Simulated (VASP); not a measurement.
# BeS (F-43m) in VASP: a series of runs, part 2 of 2

VASP 6.6.1. Earlier steps stand in the parts before.

## (3) Single point, LDA

This run uses another cell than the first one, of 13.53 Å³/atom, 1.103 times its volume.

File INCAR:

```
PREC = Accurate ; ENCUT = 520
EDIFF = 1E-6 ; ISMEAR = 0
SIGMA = 0.01 ; LREAL = False
LASPH = True ; NELM = 100
ALGO = Normal ; ISIF = 2
LWAVE = False ; LCHARG = True
LELF = True ; LVHAR = True
NBANDS = 11
```

File KPOINTS:

```
regular mesh
0
Gamma
  8 8 8
```

File POSCAR:

```
BeS
1.0
    2.3829713104      2.3829713104      0.0000000000
   -2.3829713104      2.3829713104      0.0000000000
    0.0000000000      2.3829713104      2.3829713104
Be S
1 1
Direct
    0.0000000000      0.0000000000      0.0000000000
    0.7500000000      0.2500000000      0.5000000000
```

Potentials or basis: VASP PAW LDA potentials, release 64 (Be, S).

Run with:

```sh
cat potpaw_LDA.64/Be/POTCAR potpaw_LDA.64/S/POTCAR > POTCAR
mpirun -np 1 vasp_std > vasp.out
```

OUTCAR:

```text
PREC = Accurate
   ENCUT = 520
   EDIFF = 1E-6
   ISMEAR = 0
   LREAL = False
   LASPH = True
   NELM = 100
   ISIF = 2

 ion  position               nearest neighbor table
   1  0.000  0.000  0.000-   2 2.06   2 2.06   2 2.06   2 2.06
   2  0.750  0.250  0.500-   1 2.06   1 2.06   1 2.06   1 2.06

  LATTYP: Found a face centered cubic cell.
 ALAT       =     4.7659426208

  Lattice vectors:

 A1 = (   0.0000000000,   2.3829713104,   2.3829713104)
 A2 = (   2.3829713104,   0.0000000000,   2.3829713104)
 A3 = (   2.3829713104,   2.3829713104,   0.0000000000)

Analysis of symmetry for initial positions (statically):
=====================================================================
 Subroutine PRICEL returns:
 Original cell was already a primitive cell.

 Routine SETGRP: Setting up the symmetry group for a
 face centered cubic supercell.

 Subroutine GETGRP returns: Found 24 space group operations
 (whereof 24 operations were pure point group operations)
 out of a pool of 48 trial point group operations.

The static configuration has the point symmetry T_d .

Analysis of symmetry for dynamics (positions and initial velocities):
=====================================================================
 Subroutine PRICEL returns:
 Original cell was already a primitive cell.

 Routine SETGRP: Setting up the symmetry group for a
 face centered cubic supercell.

 Subroutine GETGRP returns: Found 24 space group operations
 (whereof 24 operations were pure point group operations)
 out of a pool of 48 trial point group operations.

The dynamic configuration has the point symmetry T_d .

 Subroutine INISYM returns: Found 24 space group operations
 (whereof 24 operations are pure point group operations),
 and found     1 'primitive' translations

----------------------------------------------------------------------------------------

                                     Primitive cell

  volume of cell :      27.0637

[... 111 lines left out ...]
  Thomas-Fermi vector in A             =   2.226769
   LORBIT       =      0    0 simple, 1 ext, 2 COOP (PROOUT), +10 PAW based schemes
   GGA     = CA    functional components
   LHFCALC =     F    Hartree Fock is set to
   AEXX    =    0.0000 exact exchange contribution
   IVDW    =     0    specifies the selected vdW correction
   LEPSILON=     F    determine dielectric tensor
   LRPA    =     F    only Hartree local field effects (RPA)
 non-spin polarized calculation
 Gauss-broadening in eV      SIGMA  =   0.01
  energy-cutoff  :      520.00
  volume of cell :       27.06
 maximum number of plane-waves:       745
 NGX is ok and might be reduce to    28
   NGX = 13   NGY = 13   NGZ = 13

 number of electron       8.0000001 magnetization

 Free energy of the ion-electron system (eV)
  ---------------------------------------------------
  ext. energy  EPLUGINS =         0.00000000
  ---------------------------------------------------
  free energy    TOTEN  =       -11.13881758 eV

  energy without entropy =      -11.13881758  energy(sigma->0) =      -11.13881758

 E-fermi :   4.6277     XC(G=0): -10.1994

 val. band max:        4.5876100117   @ k =   0.0000   0.0000   0.0000
 cond. band min:       7.3745218798   @ k =   0.5000   0.5000   0.0000
 fundamental gap:      2.7869118681
 Fermi energy:         4.6277464244

 k-point     1 :       0.0000    0.0000    0.0000
  band No.  band energies     occupation
      1      -9.4310      2.00000
      2       4.5876      2.00000
      3       4.5876      2.00000
      4       4.5876      2.00000
      5      10.1047      0.00000
      6      10.1047      0.00000
      7      10.1047      0.00000
      8      10.7146      0.00000
      9      17.5058      0.00000
     10      17.5058      0.00000
     11      19.6069      0.00000
[... 309 lines left out ...]
 k-point    24 :       0.5000    0.2500    0.1250
  band No.  band energies     occupation
      1      -7.3464      2.00000
      2      -1.0367      2.00000
      3       1.6193      2.00000
      4       2.5790      2.00000
      5      10.4920      0.00000
      6      11.1866      0.00000
      7      13.8638      0.00000
      8      15.2051      0.00000
      9      16.0740      0.00000
     10      20.1356      0.00000
     11      20.7953      0.00000

 [... further k-points ...]
[... 5 lines left out ...]
  --------------------------------------------------------------------------------------
  -------------------------------------------------------------------------------------
  Total        0.3472185      0.3472185      0.3472185      0.0000000     -0.0000000     -0.0000000
  in kB       20.5554491     20.5554491     20.5554491      0.0000000     -0.0000000     -0.0000000
  external PRESSURE =      20.5554491 kB  Pullay stress =       0.0000000 kB

 VOLUME and BASIS-vectors are now :
 -----------------------------------------------------------------------------
  energy-cutoff  :      520.00
  volume of cell :       27.06
      direct lattice vectors                 reciprocal lattice vectors
     2.382971310  2.382971310  0.000000000     0.209822081  0.209822081 -0.209822081
    -2.382971310  2.382971310  0.000000000    -0.209822081  0.209822081 -0.209822081
     0.000000000  2.382971310  2.382971310     0.000000000  0.000000000  0.419644163

 POSITION                                       TOTAL-FORCE (eV/Angst)
 -----------------------------------------------------------------------------------
      0.00000      0.00000      0.00000         0.000000      0.000000      0.000000
      1.19149      3.57446      1.19149        -0.000000     -0.000000      0.000000
 -----------------------------------------------------------------------------------
    total drift:                               -0.000000      0.000000     -0.000000

  FREE ENERGIE OF THE ION-ELECTRON SYSTEM (eV)
  ---------------------------------------------------
  free  energy   TOTEN  =       -11.1388175786 eV

  energy  without entropy=      -11.1388175786  energy(sigma->0) =      -11.13881758
```

Wall time 6.6 s (1 thread of Intel Xeon 6975P-C (Granite Rapids), shared host); peak memory 0.13 GiB.

What came out:

| Quantity | Value |
| --- | --- |
| Free energy | -11.1388 eV |
| Pressure | 2.1 GPa |
| Band gap on the k mesh | 2.79 eV, indirect (least direct gap 5.52 eV) |

A k mesh can miss the band edges. As with any semilocal functional, this LDA gap is likely too small.

## (4) Single point, LDA

This run uses another cell than the first one, of 13.53 Å³/atom, 1.103 times its volume.

File INCAR:

```
SYSTEM = BeS
PREC = Accurate
ENCUT = 520
EDIFF = 1E-6
ISMEAR = 0
SIGMA = 0.01
LREAL = .FALSE.
LASPH = .TRUE.
NELM = 60
ALGO = Normal
ISIF = 2
LWAVE = .FALSE.
LCHARG = .TRUE.
LELF = .TRUE.
LVHAR = .TRUE.
NBANDS = 11
```

File KPOINTS:

```
Automatic mesh
0
G
  8 8 8
  0 0 0
```

POSCAR is that of step 3.

Run with:

```sh
cat potpaw_LDA.64/Be/POTCAR potpaw_LDA.64/S/POTCAR > POTCAR
mpirun -np 1 vasp_std > vasp.out
```

It took 7.2 s on 1 thread of Intel Xeon 6975P-C (Granite Rapids), shared host; peak memory 0.13 GiB.

The run converged. Its results:

```yaml
Free_energy: -11.1388 eV
Pressure: 2.1 GPa
Band_gap_on_the_k_mesh: 2.79 eV, indirect (least direct gap 5.52 eV)
```

Levels at points of the mesh, in eV from the valence-band top:
```
           k point  band 1  band 2  band 3  band 4  band 5  band 6  band 7  band 8  band 9
(0.00, 0.00, 0.00)  -14.02    0.00    0.00    0.00    5.52    5.52    5.52    6.13   12.92
(0.50, 0.00, 0.00)  -12.24   -6.19   -1.12   -1.12    5.55    6.42    6.42   11.16   15.14
(0.50, 0.50, 0.00)  -11.64   -5.31   -2.86   -2.86    2.79    4.76   13.04   13.04   16.01
```

A k mesh can miss the band edges. As with any semilocal functional, this LDA gap is likely too small.

## (5) Single point, LDA

This run uses another cell than the first one, of 13.30 Å³/atom, 1.084 times its volume.

File INCAR:

```
ALGO = Normal
EDIFF = 1E-6
ENCUT = 520
ISIF = 2
ISMEAR = 0
LASPH = True
LCHARG = True
LELF = True
LREAL = False
LVHAR = True
LWAVE = False
NBANDS = 11
NELM = 100
PREC = Accurate
SIGMA = 0.01
```

File KPOINTS:

```
k-points
0
Gamma
  8 8 8
```

File POSCAR:

```
BeS
1.0
    2.3691650403      2.3691650403      0.0000000000
   -2.3691650403      2.3691650403      0.0000000000
    0.0000000000      2.3691650403      2.3691650403
Be S
1 1
Direct
    0.0000000000      0.0000000000      0.0000000000
    0.7500000000      0.2500000000      0.5000000000
```

Run with:

```sh
cat potpaw_LDA.64/Be/POTCAR potpaw_LDA.64/S/POTCAR > POTCAR
mpirun -np 1 vasp_std > vasp.out
```

It took 6.2 s on 1 thread of Intel Xeon 6975P-C (Granite Rapids), shared host; peak memory 0.13 GiB.

The run converged. Its results:

```yaml
Free_energy: -11.1298 eV
Pressure: 4.0 GPa
Band_gap_on_the_k_mesh: 2.75 eV, indirect (least direct gap 5.51 eV)
```

Levels at points of the mesh, in eV from the valence-band top:
| k point | band 1 | band 2 | band 3 | band 4 | band 5 | band 6 | band 7 | band 8 |
| --- | --- | --- | --- | --- | --- | --- | --- | --- |
| (0.00, 0.00, 0.00) | -14.14 | 0.00 | 0.00 | 0.00 | 5.51 | 5.51 | 5.51 | 6.28 |
| (0.50, 0.00, 0.00) | -12.31 | -6.31 | -1.15 | -1.15 | 5.62 | 6.41 | 6.41 | 11.24 |
| (0.50, 0.50, 0.00) | -11.70 | -5.41 | -2.93 | -2.93 | 2.75 | 4.74 | 13.18 | 13.18 |

## (6) Single point, LDA

This run uses another cell than the first one, of 12.98 Å³/atom, 1.058 times its volume.

File INCAR:

```
SYSTEM = BeS
PREC = Accurate
ENCUT = 520
EDIFF = 1E-6
ISMEAR = 0
SIGMA = 0.01
LREAL = .FALSE.
LASPH = .TRUE.
NELM = 60
ALGO = Normal
ISIF = 2
LWAVE = .FALSE.
LCHARG = .TRUE.
LELF = .TRUE.
LVHAR = .TRUE.
NBANDS = 11
```

File KPOINTS:

```
Automatic mesh
0
G
  8 8 8
  0 0 0
```

File POSCAR:

```
BeS
1.0
    2.3499067697      2.3499067697      0.0000000000
   -2.3499067697      2.3499067697      0.0000000000
    0.0000000000      2.3499067697      2.3499067697
Be S
1 1
Direct
    0.0000000000      0.0000000000      0.0000000000
    0.7500000000      0.2500000000      0.5000000000
```

Potentials or basis: VASP PAW LDA potentials, release 64 (Be, S).

Run with:

```sh
cat potpaw_LDA.64/Be/POTCAR potpaw_LDA.64/S/POTCAR > POTCAR
mpirun -np 1 vasp_std > vasp.out
```

It took 6.6 s on 1 thread of Intel Xeon 6975P-C (Granite Rapids), shared host; peak memory 0.13 GiB.

Results (log left out):

* Free energy: -11.1075 eV
* Pressure: 7.0 GPa
* Band gap on the k mesh: 2.68 eV, indirect (least direct gap 5.49 eV)

Levels at points of the mesh, in eV from the valence-band top:
```csv
k point,band 2,band 3,band 4,band 5,band 6,band 7
"(0.00, 0.00, 0.00)",0.00,0.00,0.00,5.49,5.49,5.49
"(0.50, 0.00, 0.00)",-6.48,-1.18,-1.18,5.71,6.40,6.40
"(0.50, 0.50, 0.00)",-5.54,-3.02,-3.02,2.68,4.71,13.38
```

## (7) The runs side by side

```csv
cell,gap on the mesh (eV),pressure (GPa)
"a = 3.261 Å, angles 60.0, 60.0, 90.0°, 2 atoms",2.53,15.0
"a = 3.370 Å, angles 60.0, 60.0, 90.0°, 2 atoms",2.79,2.1
"a = 3.351 Å, angles 60.0, 60.0, 90.0°, 2 atoms",2.75,4.0
"a = 3.323 Å, angles 60.0, 60.0, 90.0°, 2 atoms",2.68,7.0
```

Alike in all rows: task single point; level LDA; potentials or basis VASP PAW LDA potentials, release 64 (Be, S); no spin polarisation; k mesh 8 × 8 × 8; cutoff (eV) 520; smearing gaussian 0.01 eV.

Absolute energies hang on the potentials; compare differences alone.
